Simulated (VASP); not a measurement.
# GaN (P6/mmm) in VASP: notebook

GaN is run at these levels: PBE; tasks: single point.

Program: VASP 6.6.1. These are calculated values, not measurements. Logs are shortened: lines on timing, memory, paths and dates and some standing lists are left out, and cuts for length are marked.

## 1. The cell of the first run

The structure is hexagonal, space group P6/mmm (No. 191). Conventional cell: a = 5.124 Å, b = 5.124 Å, c = 3.321 Å, α = 90.00°, β = 90.00°, γ = 120.00°. Within 2.2 Å of Ga (site symmetry 6/mmm) lie 2 N at 1.66 Å. N (site symmetry 6/mmm) has 2 Ga at 1.66 Å within 2.2 Å.

## 2. Single point, PBE

The input, INCAR:

```
SYSTEM = GaN
  ALGO = Normal
  EDIFF = 1E-6
  ENCUT = 520
  GGA = PE
  ISIF = 2
  ISMEAR = -1
  LASPH = .TRUE.
  LCHARG = .TRUE.
  LELF = .TRUE.
  LREAL = .FALSE.
  LVHAR = .TRUE.
  LWAVE = .FALSE.
  NBANDS = 16
  NELM = 60
  PREC = Accurate
  SIGMA = 0.05
```

The input, KPOINTS:

```
k-points
0
G
  6 6 8
  0 0 0
```

The input, POSCAR:

```
GaN
1.0
    5.1236075913      0.0000000000      0.0000000000
   -2.5618037957      4.4371724215      0.0000000000
    0.0000000000      0.0000000000      3.3208948672
Ga N
1 1
Direct
    0.0000000000      0.0000000000      0.5000000000
    0.0000000000      0.0000000000      0.0000000000
```

Potentials or basis: VASP PAW PBE potentials, release 64 (Ga_d, N).

Launch:

```
> cat potpaw_PBE.64/Ga_d/POTCAR potpaw_PBE.64/N/POTCAR > POTCAR
> mpirun -np 1 vasp_std > vasp.out
```

OUTCAR:

```text
SYSTEM = GaN
   EDIFF = 1E-6
   ENCUT = 520
   GGA = PE
   ISIF = 2
   ISMEAR = -1
   LASPH = .TRUE.
   LREAL = .FALSE.
   NELM = 60
   PREC = Accurate

 ion  position               nearest neighbor table
   1  0.000  0.000  0.500-   2 1.66   2 1.66
   2  0.000  0.000  0.000-   1 1.66   1 1.66

  LATTYP: Found a hexagonal cell.
 ALAT       =     5.1236075913
 C/A-ratio  =     0.6481555834

  Lattice vectors:

 A1 = (   5.1236075913,   0.0000000000,   0.0000000000)
 A2 = (  -2.5618037957,   4.4371724215,   0.0000000000)
 A3 = (   0.0000000000,   0.0000000000,   3.3208948672)

Analysis of symmetry for initial positions (statically):
=====================================================================
 Subroutine PRICEL returns:
 Original cell was already a primitive cell.

 Routine SETGRP: Setting up the symmetry group for a
 hexagonal supercell.

 Subroutine GETGRP returns: Found 24 space group operations
 (whereof 24 operations were pure point group operations)
 out of a pool of 24 trial point group operations.

The static configuration has the point symmetry D_6h.

Analysis of symmetry for dynamics (positions and initial velocities):
=====================================================================
 Subroutine PRICEL returns:
 Original cell was already a primitive cell.

 Routine SETGRP: Setting up the symmetry group for a
 hexagonal supercell.

 Subroutine GETGRP returns: Found 24 space group operations
 (whereof 24 operations were pure point group operations)
 out of a pool of 24 trial point group operations.

The dynamic configuration has the point symmetry D_6h.

 Subroutine INISYM returns: Found 24 space group operations
 (whereof 24 operations are pure point group operations),
 and found     1 'primitive' translations

----------------------------------------------------------------------------------------

                                     Primitive cell

  volume of cell :      75.4983

  direct lattice vectors                    reciprocal lattice vectors
     5.123607591  0.000000000  0.000000000     0.195174978  0.112684375  0.000000000
    -2.561803796  4.437172421  0.000000000     0.000000000  0.225368750  0.000000000
     0.000000000  0.000000000  3.320894867     0.000000000  0.000000000  0.301123655

  length of vectors
     5.123607591  5.123605936  3.320894867     0.225368677  0.225368750  0.301123655

  position of ions in fractional coordinates (direct lattice)
     0.000000000  0.000000000  0.500000000
     0.000000000  0.000000000  0.000000000

  ion indices of the primitive-cell ions
   primitive index   ion index
                 1           1
                 2           2

----------------------------------------------------------------------------------------

 KPOINTS: k-points

Automatic generation of k-mesh.
 Grid dimensions read from file:
 generate k-points for:    6    6    8

 Generating k-lattice:

  Cartesian coordinates                     Fractional coordinates (reciprocal lattice)
     0.032529163  0.018780729  0.000000000     0.166666667  0.000000000  0.000000000
     0.000000000  0.037561458  0.000000000     0.000000000  0.166666667  0.000000000
     0.000000000  0.000000000  0.037640457     0.000000000  0.000000000  0.125000000

  Length of vectors
     0.037561446  0.037561458  0.037640457

  Shift w.r.t. Gamma in fractional coordinates (k-lattice)
     0.000000000  0.000000000  0.000000000

 Subroutine IBZKPT returns following result:
 ===========================================

 Found     35 irreducible k-points:

 Following reciprocal coordinates:
            Coordinates               Weight
  0.000000  0.000000  0.000000      1.000000
  0.166667  0.000000  0.000000      6.000000
  0.333333  0.000000  0.000000      6.000000
  0.500000  0.000000  0.000000      3.000000
  0.166667  0.166667  0.000000      6.000000
  0.333333  0.166667  0.000000     12.000000
[... 16 lines left out ...]
  0.166667  0.000000  0.375000     12.000000
  0.333333  0.000000  0.375000     12.000000
 [... further k-points ...]
   k-points           NKPTS =     35   k-points in BZ     NKDIM =     35   number of bands    NBANDS=     16
   number of dos      NEDOS =    301   number of ions     NIONS =      2
   total plane-waves  NPLWV =  44800
   dimension x,y,z NGX =    40 NGY =   40 NGZ =   28
   dimension x,y,z NGXF=    80 NGYF=   80 NGZF=   56
   ions per type =               1   1
   NGX,Y,Z   is equivalent  to a cutoff of  12.98, 12.98, 14.02 a.u.
   NGXF,Y,Z  is equivalent  to a cutoff of  25.96, 25.96, 28.03 a.u.
 SYSTEM =  GaN
   PREC   = accura    normal or accurate (medium, high low for compatibility)
   ISTART =      0    job   : 0-new  1-cont  2-samecut
   ICHARG =      2    charge: 1-file 2-atom 10-const
   ISPIN  =      1    spin polarized calculation?
   LNONCOLLINEAR =      F non collinear calculations
   LSORBIT =      F    spin-orbit coupling
   LASPH  =      T    aspherical Exc in radial PAW
   ENCUT  =  520.0 eV  38.22 Ry    6.18 a.u.   9.53  9.53  6.17*2*pi/ulx,y,z
   NELM   =     60;   NELMIN=  2; NELMDL= -5     # of ELM steps
   EDIFF  = 0.1E-05   stopping-criterion for ELM
   LREAL  =      F    real-space projection
   EDIFFG = 0.1E-04   stopping-criterion for IOM
   NSW    =      0    number of steps for IOM
   IBRION =     -1    ionic relax: 0-MD 1-quasi-New 2-CG
   NFREE  =      0    steps in history (QN), initial steepest desc. (CG)
   ISIF   =      2    stress and relaxation
   ISYM   =      2    0-nonsym 1-usesym 2-fastsym
   POTIM  = 0.5000    time-step for ionic-motion
   TEBEG  =    0.0;   TEEND  =   0.0 temperature during run
   PSTRESS=    0.0 pullay stress
   NELECT =      18.0000    total number of electrons
   NUPDOWN=      -1.0000    fix difference up-down
   EMIN   =  10.00;   EMAX   =-10.00  energy-range for DOS
   EFERMI =   0.00;   METHOD = LEGACY
   ISMEAR =    -1;   SIGMA  =   0.05  broadening in eV -4-tet -1-fermi 0-gaus
   EFERMI_NEDOS =   21; number of points for ismear=-14 and -15
   IALGO  =     38    algorithm
   IMIX   =      4    mixing-type and parameters
     AMIX     =   0.40;   BMIX     =  1.00
     AMIX_MAG =   1.60;   BMIX_MAG =  1.00
  volume/ion in A,a.u.               =      37.75       254.74
  Fermi-wavevector in a.u.,A,eV,Ry     =   1.015126  1.918310 14.020539  1.030481
  Thomas-Fermi vector in A             =   2.148394
   LORBIT       =      0    0 simple, 1 ext, 2 COOP (PROOUT), +10 PAW based schemes
   GGA     = PE    functional components
   LHFCALC =     F    Hartree Fock is set to
   AEXX    =    0.0000 exact exchange contribution
   IVDW    =     0    specifies the selected vdW correction
   LEPSILON=     F    determine dielectric tensor
   LRPA    =     F    only Hartree local field effects (RPA)
 non-spin polarized calculation
  energy-cutoff  :      520.00
  volume of cell :       75.50
 maximum number of plane-waves:      2064
 NGX is ok and might be reduce to    40
   NGX = 19   NGY = 19   NGZ = 13

 number of electron      17.9999998 magnetization

 Free energy of the ion-electron system (eV)
  ---------------------------------------------------
  ext. energy  EPLUGINS =         0.00000000
  ---------------------------------------------------
  free energy    TOTEN  =        -9.41488893 eV

  energy without entropy =       -9.41488890  energy(sigma->0) =       -9.41488892

 E-fermi :  -1.2915     XC(G=0):  -5.6720

 val. band max:       -2.0772792281   @ k =   0.0000   0.0000   0.5000
 cond. band min:      -0.6594581512   @ k =   0.0000   0.0000   0.0000
 fundamental gap:      1.4178210770
 Fermi energy:        -1.2914513439

 k-point     1 :       0.0000    0.0000    0.0000
  band No.  band energies     occupation
      1     -18.7539      2.00000
      2     -16.3530      2.00000
      3     -16.3530      2.00000
      4     -16.1942      2.00000
      5     -16.1942      2.00000
      6     -13.5350      2.00000
[... 8 lines left out ...]
     15       6.2747      0.00000
     16       7.8480      0.00000

 k-point     2 :       0.1667    0.0000    0.0000
  band No.  band energies     occupation
      1     -18.7534      2.00000
      2     -16.3530      2.00000
      3     -16.3528      2.00000
      4     -16.1943      2.00000
      5     -16.1942      2.00000
      6     -13.5292      2.00000
[... 8 lines left out ...]
     15       7.0295      0.00000
     16       9.2903      0.00000

 k-point     3 :       0.3333    0.0000    0.0000
  band No.  band energies     occupation
      1     -18.7524      2.00000
      2     -16.3530      2.00000
      3     -16.3523      2.00000
      4     -16.1944      2.00000
      5     -16.1943      2.00000
      6     -13.5175      2.00000
[... 8 lines left out ...]
     15       8.4036      0.00000
     16      11.6635      0.00000

 k-point     4 :       0.5000    0.0000    0.0000
  band No.  band energies     occupation
      1     -18.7519      2.00000
      2     -16.3530      2.00000
      3     -16.3520      2.00000
      4     -16.1944      2.00000
      5     -16.1943      2.00000
      6     -13.5116      2.00000
[... 8 lines left out ...]
     15       9.9029      0.00000
     16       9.9813      0.00000

 k-point     5 :       0.1667    0.1667    0.0000
  band No.  band energies     occupation
      1     -18.7526      2.00000
      2     -16.3530      2.00000
      3     -16.3525      2.00000
      4     -16.1943      2.00000
      5     -16.1943      2.00000
      6     -13.5204      2.00000
[... 8 lines left out ...]
     15       8.3820      0.00000
     16      11.0806      0.00000

 k-point     6 :       0.3333    0.1667    0.0000
  band No.  band energies     occupation
      1     -18.7519      2.00000
      2     -16.3529      2.00000
      3     -16.3522      2.00000
      4     -16.1944      2.00000
      5     -16.1943      2.00000
      6     -13.5116      2.00000
[... 8 lines left out ...]
     15       9.6512      0.00000
     16      10.1480      0.00000
[... 267 lines left out ...]
 k-point    21 :       0.3333    0.3333    0.2500
  band No.  band energies     occupation
      1     -18.1552      2.00000
      2     -16.3503      2.00000
      3     -16.3503      2.00000
      4     -16.2682      2.00000
      5     -16.2682      2.00000
      6     -14.1157      2.00000
[... 8 lines left out ...]
     15       8.7337      0.00000
     16      10.5453      0.00000

 k-point    22 :       0.0000    0.0000    0.3750
  band No.  band energies     occupation
      1     -17.5357      2.00000
      2     -16.3492      2.00000
      3     -16.3492      2.00000
      4     -16.3185      2.00000
      5     -16.3185      2.00000
      6     -14.8004      2.00000
[... 8 lines left out ...]
     15       8.1281      0.00000
     16       9.5193      0.00000

 k-point    23 :       0.1667    0.0000    0.3750
  band No.  band energies     occupation
      1     -17.5355      2.00000
      2     -16.3492      2.00000
      3     -16.3490      2.00000
      4     -16.3187      2.00000
      5     -16.3185      2.00000
      6     -14.7982      2.00000
[... 8 lines left out ...]
     15       8.5309      0.00000
     16       9.6301      0.00000

 k-point    24 :       0.3333    0.0000    0.3750
  band No.  band energies     occupation
      1     -17.5351      2.00000
      2     -16.3492      2.00000
      3     -16.3486      2.00000
      4     -16.3190      2.00000
      5     -16.3186      2.00000
      6     -14.7939      2.00000
[... 8 lines left out ...]
     15       9.0821      0.00000
     16       9.5426      0.00000

 [... further k-points ...]
[... 5 lines left out ...]
  --------------------------------------------------------------------------------------
  -------------------------------------------------------------------------------------
  Total        0.0140533      0.0140533      4.1210425     -0.0000000     -0.0000000      0.0000000
  in kB        0.2982311      0.2982309     87.4541415     -0.0000000     -0.0000000      0.0000000
  external PRESSURE =      29.3502012 kB  Pullay stress =       0.0000000 kB

 VOLUME and BASIS-vectors are now :
 -----------------------------------------------------------------------------
  energy-cutoff  :      520.00
  volume of cell :       75.50
      direct lattice vectors                 reciprocal lattice vectors
     5.123607591  0.000000000  0.000000000     0.195174978  0.112684375  0.000000000
    -2.561803796  4.437172421  0.000000000     0.000000000  0.225368750  0.000000000
     0.000000000  0.000000000  3.320894867     0.000000000  0.000000000  0.301123655

 POSITION                                       TOTAL-FORCE (eV/Angst)
 -----------------------------------------------------------------------------------
      0.00000      0.00000      1.66045        -0.000000      0.000000      0.000000
      0.00000      0.00000      0.00000         0.000000      0.000000      0.000000
 -----------------------------------------------------------------------------------
    total drift:                               -0.000000     -0.000000      0.000000

  FREE ENERGIE OF THE ION-ELECTRON SYSTEM (eV)
  ---------------------------------------------------
  free  energy   TOTEN  =        -9.4148889343 eV

  energy  without entropy=       -9.4148888967  energy(sigma->0) =       -9.41488892
```

Run time: 47 s. Hardware: 1 thread of Intel Xeon Platinum 8488C (Sapphire Rapids), shared host; peak memory 0.21 GiB.

What came out:

```yaml
Free_energy: -9.4149 eV
Pressure: 2.9 GPa
Band_gap_on_the_k_mesh: 1.42 eV, indirect (least direct gap 3.23 eV)
```

Stress tensor (GPa, compression positive):
```
0.03 0.00 0.00
0.00 0.03 0.00
0.00 0.00 8.75
```

## 3. Single point, PBE

This run uses another cell than the first one, of 38.55 Å³/atom, 1.021 times its volume.

The input, INCAR:

```
ALGO = Normal
EDIFF = 1E-6
ENCUT = 520
GGA = PE
ISIF = 2
ISMEAR = -1
LASPH = T
LCHARG = F
LREAL = F
LWAVE = F
NBANDS = 16
NELM = 60
PREC = Accurate
SIGMA = 0.05
```

The input, KPOINTS:

```
k-points
0
Gamma
  6 6 8
```

The input, POSCAR:

```
GaN
1.0
    5.1596905237      0.0000000000      0.0000000000
   -2.5798452619      4.4684211441      0.0000000000
    0.0000000000      0.0000000000      3.3442822213
Ga N
1 1
Direct
    0.0000000000      0.0000000000      0.5000000000
    0.0000000000      0.0000000000      0.0000000000
```

Potentials or basis: VASP PAW PBE potentials, release 64 (Ga_d, N).

Launch:

```
> cat potpaw_PBE.64/Ga_d/POTCAR potpaw_PBE.64/N/POTCAR > POTCAR
> mpirun -np 1 vasp_std > vasp.out
```

OUTCAR:

```text
EDIFF = 1E-6
   ENCUT = 520
   GGA = PE
   ISIF = 2
   ISMEAR = -1
   LASPH = T
   LREAL = F
   NELM = 60
   PREC = Accurate

 ion  position               nearest neighbor table
   1  0.000  0.000  0.500-   2 1.67   2 1.67
   2  0.000  0.000  0.000-   1 1.67   1 1.67

  LATTYP: Found a hexagonal cell.
 ALAT       =     5.1596905237
 C/A-ratio  =     0.6481555834

  Lattice vectors:

[... 188 lines left out ...]
      2     -16.4534      2.00000
      3     -16.4534      2.00000
      4     -16.2858      2.00000
      5     -16.2858      2.00000
      6     -13.6298      2.00000
[... 433 lines left out ...]
      3     -16.4492      2.00000
      4     -16.4017      2.00000
      5     -16.4014      2.00000
      6     -14.8343      2.00000
[... 8 lines left out ...]
     15       8.9034      0.00000
     16       9.3836      0.00000

 [... further k-points ...]
[... 5 lines left out ...]
  --------------------------------------------------------------------------------------
  -------------------------------------------------------------------------------------
  Total        0.0060356      0.0060356      2.5298283     -0.0000000     -0.0000000      0.0000000
  in kB        0.1254161      0.1254160     52.5679403     -0.0000000     -0.0000000      0.0000000
  external PRESSURE =      17.6062575 kB  Pullay stress =       0.0000000 kB

 VOLUME and BASIS-vectors are now :
 -----------------------------------------------------------------------------
  energy-cutoff  :      520.00
  volume of cell :       77.10
      direct lattice vectors                 reciprocal lattice vectors
     5.159690524  0.000000000  0.000000000     0.193810074  0.111896346  0.000000000
    -2.579845262  4.468421144  0.000000000     0.000000000  0.223792693  0.000000000
     0.000000000  0.000000000  3.344282221     0.000000000  0.000000000  0.299017826

 POSITION                                       TOTAL-FORCE (eV/Angst)
 -----------------------------------------------------------------------------------
      0.00000      0.00000      1.67214        -0.000000      0.000000      0.000000
      0.00000      0.00000      0.00000         0.000000      0.000000      0.000000
 -----------------------------------------------------------------------------------
    total drift:                               -0.000000     -0.000000      0.000000

  FREE ENERGIE OF THE ION-ELECTRON SYSTEM (eV)
  ---------------------------------------------------
  free  energy   TOTEN  =        -9.4385355291 eV

  energy  without entropy=       -9.4385354456  energy(sigma->0) =       -9.43853549
```

It took 37 s on 1 thread of Intel Xeon Platinum 8488C (Sapphire Rapids), shared host; peak memory 0.2 GiB.

What came out:

| Item | Value |
| --- | --- |
| Free energy | -9.4385 eV |
| Pressure | 1.8 GPa |
| Band gap on the k mesh | 1.34 eV, indirect (least direct gap 3.11 eV) |

Levels at points of the mesh, in eV from the valence-band top:
```csv
k point,band 7,band 8,band 9,band 10,band 11,band 12
"(0.00, 0.00, 0.00)",-3.83,-1.77,-1.77,1.34,6.35,7.78
"(0.50, 0.00, 0.00)",-3.82,-2.14,-1.85,2.26,4.88,6.33
"(0.00, 0.00, 0.50)",-6.49,0.00,0.00,4.53,4.53,5.50
"(0.50, 0.00, 0.50)",-6.43,-0.17,-0.04,3.24,4.24,6.88
```

A k mesh can miss the band edges. A hybrid or GW would open this gap; PBE tends to underestimate it.

(Part 1 of 2 ends here.)
